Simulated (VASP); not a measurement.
Here is a VASP 6.6.1 calculation.

INCAR

```
SYSTEM = Ga2PdS2
ALGO = Normal
EDIFF = 1E-6
EDIFFG = -0.08
ENCUT = 600
GGA = PE
IBRION = 2
ISIF = 3
ISMEAR = 0
LASPH = .True.
LCHARG = .False.
LREAL = .False.
LWAVE = .False.
NELM = 100
NSW = 36
PREC = Accurate
SIGMA = 0.15
```

File KPOINTS:

```
k-points
0
Gamma
  2 2 3
  0 0 0
```

The input POSCAR:

```
Ga2PdS2
1.0
    6.6756661500      0.0000000000      0.0000000000
    0.0000000000      6.6756661500      0.0000000000
    0.0000000000      0.0000000000      3.7937322500
Ga Pd S
4 2 4
Direct
    0.8841900100      0.3841900100      0.0000000000
    0.3841900100      0.1158099900      0.0000000000
    0.1158099900      0.6158099900      0.0000000000
    0.6158099900      0.8841900100      0.0000000000
    0.0000000000      0.0000000000      0.0000000000
    0.5000000000      0.5000000000      0.0000000000
    0.1779100000      0.3220900000      0.5000000000
    0.6779100000      0.1779100000      0.5000000000
    0.3220900000      0.8220900000      0.5000000000
    0.8220900000      0.6779100000      0.5000000000
```

Potentials or basis: VASP PAW PBE potentials, release 64 (Ga_d, Pd, S).

Command:

```sh
$ cat potpaw_PBE.64/Ga_d/POTCAR potpaw_PBE.64/Pd/POTCAR potpaw_PBE.64/S/POTCAR > POTCAR
$ mpirun -np 1 vasp_std > vasp.out
```

(1) What does it give for the relaxed cell?

(2) What does it give for the relaxed volume?

Results:

(1) a = 7.125 Å, b = 7.125 Å, c = 3.654 Å, α = 90.00°, β = 90.00°, γ = 90.00°.

(2) 18.55 Å³/atom.

Caveat: the k points lie up to 0.57 Å⁻¹ apart in the final cell.
